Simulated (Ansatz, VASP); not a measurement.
# One calculation of Sc4BP3, two programs

Contents of INCAR:

```
SYSTEM = Sc4BP3
  ALGO = Normal
  EDIFF = 1E-6
  EDIFFG = -0.08
  ENCUT = 600
  GGA = PE
  IBRION = 2
  ISIF = 3
  ISMEAR = 0
  LASPH = .TRUE.
  LCHARG = .FALSE.
  LREAL = .FALSE.
  LWAVE = .FALSE.
  NELM = 80
  NSW = 36
  PREC = Accurate
  SIGMA = 0.2
```

Contents of KPOINTS:

```
k-points
0
G
  5 5 2
  0 0 0
```

The input POSCAR:

```
Sc4BP3
1.0
    3.6300000000      0.0000000000      0.0000000000
    0.0000000000      3.6300000000      0.0000000000
    0.0000000000      0.0000000000     10.2600000000
Sc B P
4 1 3
Direct
    0.0000000000      0.0000000000      0.7500000000
    0.0000000000      0.0000000000      0.2500000000
    0.5000000000      0.5000000000      0.0000000000
    0.5000000000      0.5000000000      0.5000000000
    0.0000000000      0.0000000000      0.0000000000
    0.0000000000      0.0000000000      0.5000000000
    0.5000000000      0.5000000000      0.7500000000
    0.5000000000      0.5000000000      0.2500000000
```

Input for Ansatz:

```yaml
crystal:
  lattice:
    - [3.63, 0.0, 0.0]
    - [0.0, 3.63, 0.0]
    - [0.0, 0.0, 10.26]
  atoms:
    - { symbol: Sc, position: [0.0, 0.0, 0.75] }
    - { symbol: Sc, position: [0.0, 0.0, 0.25] }
    - { symbol: Sc, position: [0.5, 0.5, 0.0] }
    - { symbol: Sc, position: [0.5, 0.5, 0.5] }
    - { symbol: B, position: [0.0, 0.0, 0.0] }
    - { symbol: P, position: [0.0, 0.0, 0.5] }
    - { symbol: P, position: [0.5, 0.5, 0.75] }
    - { symbol: P, position: [0.5, 0.5, 0.25] }
basis:
  ecutwfc: 420
kpoints:
  mp_grid: { grid: [5, 5, 2] }
hamiltonian:
  xc: pbe
scf:
  occupations: { method: gaussian, width: 0.2 }
  lower_state_search: "off"
output:
  forces: true
  stress: true
  eigenvalues: true
relax:
  adjacent_minimum: "off"
  f_tol: 0.08
  max_steps: 16
  cell: { stress_tol: 0.8 }
```

Alike in both runs: task relaxation of cell and atoms; functional PBE; k mesh 5 × 5 × 2; occupations gaussian, width 0.2 eV; no spin polarisation.

```csv
,VASP,Ansatz
version,VASP 6.6.1,Ansatz 0.2.0
potentials or method,"VASP PAW PBE potentials, release 64 (Sc_sv, B, P), cutoff 600 eV","scalar-relativistic, plane waves, PAW"
valence electrons in the cell,62,62
```

|  | VASP | Ansatz | Ansatz less VASP |
| --- | --- | --- | --- |
| gap on the k mesh at the Fermi level, each at its own relaxed structure (eV) | none | none | - |
| relaxed volume (Å³/atom) | 17.90 | 17.89 | -0.009 |
| relaxed cell length with the largest relative difference (Å) | 3.708 | 3.707 | -0.0008 |

A gap of «none» marks a metal or a gap that the smearing closes.
